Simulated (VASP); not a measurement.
# Pt (P6_3/mmc) in VASP: notebook

The runs below take Pt through single point, with PBE.

All numbers are computed with VASP 6.6.1; they aren't measurements. Logs are shortened: lines on timing, memory, paths and dates and some standing lists are left out, and cuts for length are marked.

### 1 The cell of the first run

It takes space group P6_3/mmc (No. 194, hexagonal). The conventional cell has a = 2.771 Å, b = 2.771 Å, c = 4.797 Å, α = 90.00°, β = 90.00°, γ = 120.00°. Within 3.7 Å of Pt (site symmetry -6m2) lie 12 Pt at 2.77 to 2.88 Å.

### 2 Single point, PBE

INCAR

```
SYSTEM = Pt
ALGO = Normal
EDIFF = 1E-7
ENCUT = 520
GGA = PE
ISIF = 2
ISMEAR = -1
LASPH = .TRUE.
LCHARG = .TRUE.
LELF = .TRUE.
LREAL = .FALSE.
LVHAR = .TRUE.
LWAVE = .FALSE.
NBANDS = 17
NELM = 60
PREC = Accurate
SIGMA = 0.05
```

KPOINTS

```
k-points
0
G
  16 16 9
  0 0 0
```

POSCAR

```
Pt
1.0
    2.7713556870      0.0000000000      0.0000000000
   -1.3856778435      2.4000644279      0.0000000000
    0.0000000000      0.0000000000      4.7965968266
Pt
2
Direct
    0.3333333333      0.6666666667      0.2500000000
    0.6666666667      0.3333333333      0.7500000000
```

Potentials or basis: VASP PAW PBE potentials, release 64 (Pt).

Started as:

```bash
> cat potpaw_PBE.64/Pt/POTCAR > POTCAR
> mpirun -np 1 vasp_std > vasp.out
```

OUTCAR:

```text
SYSTEM = Pt
   EDIFF = 1E-7
   ENCUT = 520
   GGA = PE
   ISIF = 2
   ISMEAR = -1
   LASPH = .TRUE.
   LREAL = .FALSE.
   NELM = 60
   PREC = Accurate

 ion  position               nearest neighbor table
   1  0.333  0.667  0.250-   2 2.88   2 2.88   2 2.88   2 2.88   2 2.88   2 2.88
   2  0.667  0.333  0.750-   1 2.88   1 2.88   1 2.88   1 2.88   1 2.88   1 2.88

  LATTYP: Found a hexagonal cell.
 ALAT       =     2.7713556870
 C/A-ratio  =     1.7307763306

  Lattice vectors:

 A1 = (   2.7713556870,   0.0000000000,   0.0000000000)
 A2 = (  -1.3856778435,   2.4000644279,   0.0000000000)
 A3 = (   0.0000000000,   0.0000000000,   4.7965968266)

Analysis of symmetry for initial positions (statically):
=====================================================================
 Subroutine PRICEL returns:
 Original cell was already a primitive cell.

 Routine SETGRP: Setting up the symmetry group for a
 hexagonal supercell.

 Subroutine GETGRP returns: Found 24 space group operations
 (whereof 12 operations were pure point group operations)
 out of a pool of 24 trial point group operations.

The static configuration has the point symmetry D_3d.
 The point group associated with its full space group is D_6h.

Analysis of symmetry for dynamics (positions and initial velocities):
=====================================================================
 Subroutine PRICEL returns:
 Original cell was already a primitive cell.

 Routine SETGRP: Setting up the symmetry group for a
 hexagonal supercell.

 Subroutine GETGRP returns: Found 24 space group operations
 (whereof 12 operations were pure point group operations)
 out of a pool of 24 trial point group operations.

The dynamic configuration has the point symmetry D_3d.
 The point group associated with its full space group is D_6h.

 Subroutine INISYM returns: Found 24 space group operations
 (whereof 12 operations are pure point group operations),
 and found     1 'primitive' translations

----------------------------------------------------------------------------------------

                                     Primitive cell

  volume of cell :      31.9042

  direct lattice vectors                    reciprocal lattice vectors
     2.771355687  0.000000000  0.000000000     0.360834232  0.208327741  0.000000000
    -1.385677843  2.400064428  0.000000000     0.000000000  0.416655482  0.000000000
     0.000000000  0.000000000  4.796596827     0.000000000  0.000000000  0.208481145

  length of vectors
     2.771355687  2.771355687  4.796596827     0.416655482  0.416655482  0.208481145

  position of ions in fractional coordinates (direct lattice)
     0.333333333  0.666666667  0.250000000
     0.666666667  0.333333333  0.750000000

  ion indices of the primitive-cell ions
   primitive index   ion index
                 1           1
                 2           2

----------------------------------------------------------------------------------------

 KPOINTS: k-points

Automatic generation of k-mesh.
 Grid dimensions read from file:
 generate k-points for:   16   16    9

 Generating k-lattice:

  Cartesian coordinates                     Fractional coordinates (reciprocal lattice)
     0.022552139  0.013020484  0.000000000     0.062500000 -0.000000000  0.000000000
     0.000000000  0.026040968  0.000000000     0.000000000  0.062500000  0.000000000
     0.000000000  0.000000000  0.023164572     0.000000000  0.000000000  0.111111111

  Length of vectors
     0.026040968  0.026040968  0.023164572

  Shift w.r.t. Gamma in fractional coordinates (k-lattice)
     0.000000000  0.000000000  0.000000000

 Subroutine IBZKPT returns following result:
 ===========================================

 Found    150 irreducible k-points:

 Following reciprocal coordinates:
            Coordinates               Weight
  0.000000  0.000000  0.000000      1.000000
  0.062500  0.000000  0.000000      6.000000
  0.125000  0.000000  0.000000      6.000000
  0.187500  0.000000  0.000000      6.000000
  0.250000  0.000000  0.000000      6.000000
  0.312500 -0.000000  0.000000      6.000000
[... 16 lines left out ...]
  0.187500  0.187500  0.000000      6.000000
  0.250000  0.187500  0.000000     12.000000
 [... further k-points ...]
   k-points           NKPTS =    150   k-points in BZ     NKDIM =    150   number of bands    NBANDS=     17
   number of dos      NEDOS =    301   number of ions     NIONS =      2
   total plane-waves  NPLWV =  20736
   dimension x,y,z NGX =    24 NGY =   24 NGZ =   36
   dimension x,y,z NGXF=    48 NGYF=   48 NGZF=   72
   ions per type =               2
   NGX,Y,Z   is equivalent  to a cutoff of  14.40, 14.40, 12.48 a.u.
   NGXF,Y,Z  is equivalent  to a cutoff of  28.79, 28.79, 24.95 a.u.
 SYSTEM =  Pt
   PREC   = accura    normal or accurate (medium, high low for compatibility)
   ISTART =      0    job   : 0-new  1-cont  2-samecut
   ICHARG =      2    charge: 1-file 2-atom 10-const
   ISPIN  =      1    spin polarized calculation?
   LNONCOLLINEAR =      F non collinear calculations
   LSORBIT =      F    spin-orbit coupling
   LASPH  =      T    aspherical Exc in radial PAW
   ENCUT  =  520.0 eV  38.22 Ry    6.18 a.u.   5.15  5.15  8.92*2*pi/ulx,y,z
   NELM   =     60;   NELMIN=  2; NELMDL= -5     # of ELM steps
   EDIFF  = 0.1E-06   stopping-criterion for ELM
   LREAL  =      F    real-space projection
   EDIFFG = 0.1E-05   stopping-criterion for IOM
   NSW    =      0    number of steps for IOM
   IBRION =     -1    ionic relax: 0-MD 1-quasi-New 2-CG
   NFREE  =      0    steps in history (QN), initial steepest desc. (CG)
   ISIF   =      2    stress and relaxation
   ISYM   =      2    0-nonsym 1-usesym 2-fastsym
   POTIM  = 0.5000    time-step for ionic-motion
   TEBEG  =    0.0;   TEEND  =   0.0 temperature during run
   PSTRESS=    0.0 pullay stress
   NELECT =      20.0000    total number of electrons
   NUPDOWN=      -1.0000    fix difference up-down
   EMIN   =  10.00;   EMAX   =-10.00  energy-range for DOS
   EFERMI =   0.00;   METHOD = LEGACY
   ISMEAR =    -1;   SIGMA  =   0.05  broadening in eV -4-tet -1-fermi 0-gaus
   EFERMI_NEDOS =   21; number of points for ismear=-14 and -15
   IALGO  =     38    algorithm
   IMIX   =      4    mixing-type and parameters
     AMIX     =   0.40;   BMIX     =  1.00
     AMIX_MAG =   1.60;   BMIX_MAG =  1.00
  volume/ion in A,a.u.               =      15.95       107.65
  Fermi-wavevector in a.u.,A,eV,Ry     =   1.401099  2.647692 26.709288  1.963077
  Thomas-Fermi vector in A             =   2.523994
   LORBIT       =      0    0 simple, 1 ext, 2 COOP (PROOUT), +10 PAW based schemes
   GGA     = PE    functional components
   LHFCALC =     F    Hartree Fock is set to
   AEXX    =    0.0000 exact exchange contribution
   IVDW    =     0    specifies the selected vdW correction
   LEPSILON=     F    determine dielectric tensor
   LRPA    =     F    only Hartree local field effects (RPA)
 non-spin polarized calculation
  energy-cutoff  :      520.00
  volume of cell :       31.90
 maximum number of plane-waves:       870
 NGX is ok and might be reduce to    24
   NGX = 11   NGY = 11   NGZ = 17

 number of electron      20.0000004 magnetization

 Free energy of the ion-electron system (eV)
  ---------------------------------------------------
  ext. energy  EPLUGINS =         0.00000000
  ---------------------------------------------------
  free energy    TOTEN  =       -12.09011222 eV

  energy without entropy =      -12.05843309  energy(sigma->0) =      -12.07427266

 E-fermi :  10.1962     XC(G=0): -13.1503

 val. band max:       10.1907226417   @ k =   0.3125  -0.0000   0.0000
 cond. band min:      10.1994451006   @ k =   0.3750   0.0000   0.0000
 fundamental gap:      0.0087224589
 Fermi energy:        10.1961951711

 k-point     1 :       0.0000    0.0000    0.0000
  band No.  band energies     occupation
      1       0.6137      2.00000
      2       3.2556      2.00000
      3       6.3503      2.00000
      4       6.8359      2.00000
      5       6.8359      2.00000
      6       7.1975      2.00000
[... 9 lines left out ...]
     16      27.4773      0.00000
     17      31.1081      0.00000

 k-point     2 :       0.0625    0.0000    0.0000
  band No.  band energies     occupation
      1       0.7539      2.00000
      2       3.3845      2.00000
      3       6.3353      2.00000
      4       6.8315      2.00000
      5       6.9422      2.00000
      6       7.1294      2.00000
[... 9 lines left out ...]
     16      27.6492      0.00000
     17      30.2664      0.00000

 k-point     3 :       0.1250    0.0000    0.0000
  band No.  band energies     occupation
      1       1.1617      2.00000
      2       3.7414      2.00000
      3       6.2181      2.00000
      4       6.8348      2.00000
      5       7.0550      2.00000
      6       7.2546      2.00000
[... 9 lines left out ...]
     16      27.6923      0.00000
     17      29.0214      0.00000

 k-point     4 :       0.1875    0.0000    0.0000
  band No.  band energies     occupation
      1       1.7927      2.00000
      2       4.2021      2.00000
      3       6.0635      2.00000
      4       6.6216      2.00000
      5       6.6795      2.00000
      6       7.3660      2.00000
[... 9 lines left out ...]
     16      27.4941      0.00000
     17      27.9758      0.00000
[... 343 lines left out ...]
      1       4.3046      2.00000
      2       4.3740      2.00000
      3       4.7166      2.00000
      4       6.8881      2.00000
      5       6.9249      2.00000
      6       7.1976      2.00000
[... 9 lines left out ...]
     16      21.7586      0.00000
     17      23.8301      0.00000

 k-point    23 :       0.1875    0.1875    0.0000
  band No.  band energies     occupation
      1       3.6868      2.00000
      2       5.2583      2.00000
      3       5.4313      2.00000
      4       5.4602      2.00000
      5       6.6219      2.00000
      6       6.8111      2.00000
[... 9 lines left out ...]
     16      25.9401      0.00000
     17      27.5762      0.00000

 k-point    24 :       0.2500    0.1875    0.0000
  band No.  band energies     occupation
      1       4.3657      2.00000
      2       5.0841      2.00000
      3       5.1485      2.00000
      4       5.7330      2.00000
      5       6.6482      2.00000
      6       6.9135      2.00000
[... 9 lines left out ...]
     16      25.4035      0.00000
     17      25.5921      0.00000

 [... further k-points ...]

------------------------ aborting loop because EDIFF is reached ----------------------------------------

  FORCE on cell =-STRESS in cart. coord.  units (eV):
  Direction    XX          YY          ZZ          XY          YZ          ZX
  --------------------------------------------------------------------------------------
  -------------------------------------------------------------------------------------
  Total       -0.6575149     -0.6575149     -0.6823306      0.0000000     -0.0000000      0.0000000
  in kB      -33.0192931    -33.0192931    -34.2654966      0.0000000     -0.0000000      0.0000000
  external PRESSURE =     -33.4346943 kB  Pullay stress =       0.0000000 kB

 VOLUME and BASIS-vectors are now :
 -----------------------------------------------------------------------------
  energy-cutoff  :      520.00
  volume of cell :       31.90
      direct lattice vectors                 reciprocal lattice vectors
     2.771355687  0.000000000  0.000000000     0.360834232  0.208327741  0.000000000
    -1.385677843  2.400064428  0.000000000     0.000000000  0.416655482  0.000000000
     0.000000000  0.000000000  4.796596827     0.000000000  0.000000000  0.208481145

 POSITION                                       TOTAL-FORCE (eV/Angst)
 -----------------------------------------------------------------------------------
     -0.00000      1.60004      1.19915        -0.000000      0.000000      0.000000
      1.38568      0.80002      3.59745         0.000000      0.000000      0.000000
 -----------------------------------------------------------------------------------
    total drift:                               -0.000000      0.000000     -0.000000

  FREE ENERGIE OF THE ION-ELECTRON SYSTEM (eV)
  ---------------------------------------------------
  free  energy   TOTEN  =       -12.0901122218 eV

  energy  without entropy=      -12.0584330944  energy(sigma->0) =      -12.07427266
```

Run time: 26 s. Hardware: 1 thread of Intel Xeon 6975P-C (Granite Rapids), shared host; peak memory 0.2 GiB.

What came out:

* Free energy: -12.0901 eV
* Pressure: -3.3 GPa
* Band gap on the k mesh: zero (band 10 reaches 10.66 eV, above the bottom of band 11 at 9.44 eV)

Stress tensor (GPa, compression positive):
```
-3.30  0.00  0.00
 0.00 -3.30  0.00
 0.00  0.00 -3.43
```

Caveat: spin-orbit coupling is left out, which moves the levels of the heavy elements.

### 3 Single point, PBE

INCAR

```
SYSTEM = Pt
PREC = Accurate
ENCUT = 520
EDIFF = 1E-7
ISMEAR = -1
SIGMA = 0.05
LREAL = .False.
LASPH = .True.
NELM = 100
ALGO = Normal
ISIF = 2
LWAVE = .False.
LCHARG = .False.
GGA = PE
NBANDS = 17
```

KPOINTS

```
Automatic mesh
0
Gamma
  16 16 9
  0 0 0
```

POSCAR

```
Pt
1.0
    2.7708432431      0.0000000000      0.0000000000
   -1.3854216216      2.3996206384      0.0000000000
    0.0000000000      0.0000000000      4.7978963538
Pt
2
Direct
    0.3333333333      0.6666666667      0.2500000000
    0.6666666667      0.3333333333      0.7500000000
```

Potentials or basis: VASP PAW PBE potentials, release 64 (Pt).

Started as:

```bash
> cat potpaw_PBE.64/Pt/POTCAR > POTCAR
> mpirun -np 1 vasp_std > vasp.out
```

OUTCAR:

```text
SYSTEM = Pt
   PREC = Accurate
   ENCUT = 520
   EDIFF = 1E-7
   ISMEAR = -1
   LREAL = .False.
   LASPH = .True.
   NELM = 100
   ISIF = 2
   GGA = PE

 ion  position               nearest neighbor table
   1  0.333  0.667  0.250-   2 2.88   2 2.88   2 2.88   2 2.88   2 2.88   2 2.88
   2  0.667  0.333  0.750-   1 2.88   1 2.88   1 2.88   1 2.88   1 2.88   1 2.88

  LATTYP: Found a hexagonal cell.
 ALAT       =     2.7708432431
 C/A-ratio  =     1.7315654235

  Lattice vectors:

 A1 = (   2.7708432431,   0.0000000000,   0.0000000000)
 A2 = (  -1.3854216216,   2.3996206384,   0.0000000000)
 A3 = (   0.0000000000,   0.0000000000,   4.7978963538)

Analysis of symmetry for initial positions (statically):
=====================================================================
 Subroutine PRICEL returns:
 Original cell was already a primitive cell.

 Routine SETGRP: Setting up the symmetry group for a
 hexagonal supercell.

 Subroutine GETGRP returns: Found 24 space group operations
 (whereof 12 operations were pure point group operations)
 out of a pool of 24 trial point group operations.

The static configuration has the point symmetry D_3d.
 The point group associated with its full space group is D_6h.

Analysis of symmetry for dynamics (positions and initial velocities):
=====================================================================
 Subroutine PRICEL returns:
 Original cell was already a primitive cell.

 Routine SETGRP: Setting up the symmetry group for a
 hexagonal supercell.

 Subroutine GETGRP returns: Found 24 space group operations
 (whereof 12 operations were pure point group operations)
 out of a pool of 24 trial point group operations.

The dynamic configuration has the point symmetry D_3d.
 The point group associated with its full space group is D_6h.

 Subroutine INISYM returns: Found 24 space group operations
 (whereof 12 operations are pure point group operations),
 and found     1 'primitive' translations

[... 110 lines left out ...]
   EFERMI_NEDOS =   21; number of points for ismear=-14 and -15
   IALGO  =     38    algorithm
   IMIX   =      4    mixing-type and parameters
     AMIX     =   0.40;   BMIX     =  1.00
     AMIX_MAG =   1.60;   BMIX_MAG =  1.00
  volume/ion in A,a.u.               =      15.95       107.64
  Fermi-wavevector in a.u.,A,eV,Ry     =   1.401145  2.647780 26.711050  1.963207
  Thomas-Fermi vector in A             =   2.524035
   LORBIT       =      0    0 simple, 1 ext, 2 COOP (PROOUT), +10 PAW based schemes
   GGA     = PE    functional components
   LHFCALC =     F    Hartree Fock is set to
   AEXX    =    0.0000 exact exchange contribution
   IVDW    =     0    specifies the selected vdW correction
   LEPSILON=     F    determine dielectric tensor
   LRPA    =     F    only Hartree local field effects (RPA)
 non-spin polarized calculation
  energy-cutoff  :      520.00
  volume of cell :       31.90
 maximum number of plane-waves:       870
 NGX is ok and might be reduce to    24
   NGX = 11   NGY = 11   NGZ = 17

 number of electron      20.0000004 magnetization

 Free energy of the ion-electron system (eV)
  ---------------------------------------------------
  ext. energy  EPLUGINS =         0.00000000
  ---------------------------------------------------
  free energy    TOTEN  =       -12.09016337 eV

  energy without entropy =      -12.05854302  energy(sigma->0) =      -12.07435319

 E-fermi :  10.1979     XC(G=0): -13.1509

 val. band max:       10.1916080139   @ k =   0.3125   0.0000   0.0000
 cond. band min:      10.2000951542   @ k =   0.3750  -0.0000   0.0000
 fundamental gap:      0.0084871404
 Fermi energy:        10.1978607195

 k-point     1 :       0.0000    0.0000    0.0000
  band No.  band energies     occupation
      1       0.6143      2.00000
      2       3.2546      2.00000
      3       6.3483      2.00000
      4       6.8367      2.00000
      5       6.8367      2.00000
      6       7.1977      2.00000
[... 457 lines left out ...]
      4       5.7342      2.00000
      5       6.6500      2.00000
      6       6.9128      2.00000
[... 9 lines left out ...]
     16      25.4061      0.00000
     17      25.5960      0.00000

 [... further k-points ...]

------------------------ aborting loop because EDIFF is reached ----------------------------------------

  FORCE on cell =-STRESS in cart. coord.  units (eV):
  Direction    XX          YY          ZZ          XY          YZ          ZX
  --------------------------------------------------------------------------------------
  -------------------------------------------------------------------------------------
  Total       -0.6454823     -0.6454823     -0.6869554      0.0000000      0.0000000     -0.0000000
  in kB      -32.4182437    -32.4182437    -34.5011629      0.0000000      0.0000000     -0.0000000
  external PRESSURE =     -33.1125501 kB  Pullay stress =       0.0000000 kB

 VOLUME and BASIS-vectors are now :
 -----------------------------------------------------------------------------
  energy-cutoff  :      520.00
  volume of cell :       31.90
      direct lattice vectors                 reciprocal lattice vectors
     2.770843243  0.000000000  0.000000000     0.360900965  0.208366269  0.000000000
    -1.385421622  2.399620638  0.000000000     0.000000000  0.416732538  0.000000000
     0.000000000  0.000000000  4.797896354     0.000000000  0.000000000  0.208424677

 POSITION                                       TOTAL-FORCE (eV/Angst)
 -----------------------------------------------------------------------------------
     -0.00000      1.59975      1.19947         0.000000     -0.000000      0.000000
      1.38542      0.79987      3.59842        -0.000000      0.000000      0.000000
 -----------------------------------------------------------------------------------
    total drift:                                0.000000     -0.000000      0.000000

  FREE ENERGIE OF THE ION-ELECTRON SYSTEM (eV)
  ---------------------------------------------------
  free  energy   TOTEN  =       -12.0901633714 eV

  energy  without entropy=      -12.0585430176  energy(sigma->0) =      -12.07435319
```

stdout:

```text
POSCAR found type information on POSCAR Pt
 POSCAR found :  1 types and       2 ions
 scaLAPACK will be used
 LDA part: xc-table for (Slater+PW92), standard interpolation
 POSCAR, INCAR and KPOINTS ok, starting setup
 FFT: planning ... GRIDC
 FFT: planning ... GRID_SOFT
 FFT: planning ... GRID
 WAVECAR not read
 entering main loop
```

Wall time 23 s (1 thread of Intel Xeon 6975P-C (Granite Rapids), shared host); peak memory 0.2 GiB.

What came out:

- Free energy: -12.0902 eV
- Pressure: -3.3 GPa
- Band gap on the k mesh: zero (band 10 reaches 10.67 eV, above the bottom of band 11 at 9.44 eV)

Stress tensor (GPa, compression positive):
```
-3.24  0.00  0.00
 0.00 -3.24  0.00
 0.00  0.00 -3.45
```

Levels at points of the mesh, in eV from the Fermi level:
```csv
k point,band 8,band 9,band 10,band 11,band 12,band 13
"(0.00, 0.00, 0.00)",-1.78,-1.78,-0.65,-0.22,-0.22,4.64
"(0.50, 0.00, 0.00)",0.00,0.27,0.47,2.24,3.70,7.23
```

Caveat: spin-orbit coupling is left out, which moves the levels of the heavy elements.
